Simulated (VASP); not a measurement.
A run of VASP 6.6.1 is set up as follows.

INCAR

```
SYSTEM = Al4FeCo3
PREC = Accurate ; ENCUT = 520
EDIFF = 1E-6 ; ISMEAR = 0
SIGMA = 0.1 ; LREAL = .FALSE.
LASPH = .TRUE. ; NELM = 100
ALGO = Fast ; ISIF = 2
LWAVE = .FALSE. ; LCHARG = .TRUE.
GGA = PE ; LELF = .TRUE.
LVHAR = .TRUE. ; NBANDS = 34
```

File KPOINTS:

```
regular mesh
0
G
  10 10 8
  0 0 0
```

Contents of POSCAR:

```
Al4FeCo3
1.0
    4.1664356466      0.0000000000      0.0000000000
    0.0000000000      4.1664356466      0.0000000000
    0.0000000000      0.0000000000      5.8956223304
Al Fe Co
4 1 3
Direct
    0.0000000000      0.5000000000      0.7468724285
    0.0000000000      0.5000000000      0.2531275715
    0.5000000000      0.0000000000      0.7468724285
    0.5000000000      0.0000000000      0.2531275715
    0.0000000000      0.0000000000      0.5000000000
    0.0000000000      0.0000000000      0.0000000000
    0.5000000000      0.5000000000      0.0000000000
    0.5000000000      0.5000000000      0.5000000000
```

Potentials or basis: VASP PAW PBE potentials, release 64 (Al, Fe, Co).

The run is started by

```console
$ cat potpaw_PBE.64/Al/POTCAR potpaw_PBE.64/Fe/POTCAR potpaw_PBE.64/Co/POTCAR > POTCAR
$ mpirun -np 1 vasp_std > vasp.out
```

(1) Estimate the band gap on the k mesh.

(2) Predict the pressure.

## Answers

(1) zero (an odd number of electrons rules out a gap without spin polarisation).

(2) -14.0 GPa.

Caveat: the cell stands under tension; the run has no spin polarisation, though such a crystal can be magnetic.
